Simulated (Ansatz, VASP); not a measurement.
**One calculation of B3N2, two programs**

Contents of INCAR:

```
ALGO = Normal
EDIFF = 1E-6
EDIFFG = -0.04
ENCUT = 600
GGA = PE
IBRION = 2
ISIF = 3
ISMEAR = 0
LASPH = True
LCHARG = False
LREAL = False
LWAVE = False
NELM = 100
NSW = 90
PREC = Accurate
SIGMA = 0.1
```

The input KPOINTS:

```
k-points
0
Gamma
  6 6 4
```

The input POSCAR:

```
B3N2
1.0
    3.5825574500      0.0000000000      0.0000000000
   -1.7912787300      3.1025857600      0.0000000000
    0.0000000000      0.0000000000      4.1200296700
B N
3 2
Direct
    0.5340607000      0.4659393000      0.9258215200
    0.5340607000      0.0681214000      0.9258215200
    0.9318786000      0.4659393000      0.9258215200
    0.3333333300      0.6666666700      0.2208499200
    0.0000000000      0.0000000000      0.7776070600
```

Input for Ansatz:

```yaml
crystal:
  lattice:
    - [3.58255745, 0.0, 0.0]
    - [-1.79127873, 3.10258576, 0.0]
    - [0.0, 0.0, 4.12002967]
  atoms:
    - { symbol: B, position: [0.5340607, 0.4659393, 0.92582152] }
    - { symbol: B, position: [0.5340607, 0.0681214, 0.92582152] }
    - { symbol: B, position: [0.9318786, 0.4659393, 0.92582152] }
    - { symbol: "N", position: [0.33333333, 0.66666667, 0.22084992] }
    - { symbol: "N", position: [0.0, 0.0, 0.77760706] }
basis:
  ecutwfc: 420
kpoints:
  mp_grid: { grid: [6, 6, 4] }
hamiltonian:
  xc: pbe
scf:
  occupations: { method: gaussian, width: 0.1 }
  lower_state_search: "off"
output:
  forces: true
  stress: true
  eigenvalues: true
relax:
  adjacent_minimum: "off"
  f_tol: 0.04
  max_steps: 70
  cell: { stress_tol: 0.4 }
```

Alike in both runs: task relaxation of cell and atoms; functional PBE; k mesh 6 × 6 × 4; occupations gaussian, width 0.1 eV; no spin polarisation.

```csv
,VASP,Ansatz
version,VASP 6.6.1,Ansatz 0.2.0
potentials or method,"VASP PAW PBE potentials, release 64 (B, N), cutoff 600 eV","scalar-relativistic, plane waves, PAW"
valence electrons in the cell,19,19
```

|  | VASP | Ansatz | Ansatz less VASP |
| --- | --- | --- | --- |
| gap on the k mesh at the Fermi level, each at its own relaxed structure (eV) | none | none | - |
| relaxed volume (Å³/atom) | 10.64 | 10.52 | -0.123 |
| relaxed cell length with the largest relative difference (Å) | 4.774 | 4.430 | -0.3438 |

A gap of «none» marks a metal or a gap that the smearing closes. One of these differences is far larger than is usual between the two programs; its cause wasn't traced.

The k mesh is coarse, so the values compare programs but aren't converged. Noted on VASP's run: the volume moved by over 15 % at a fixed basis, so the end points are rough.
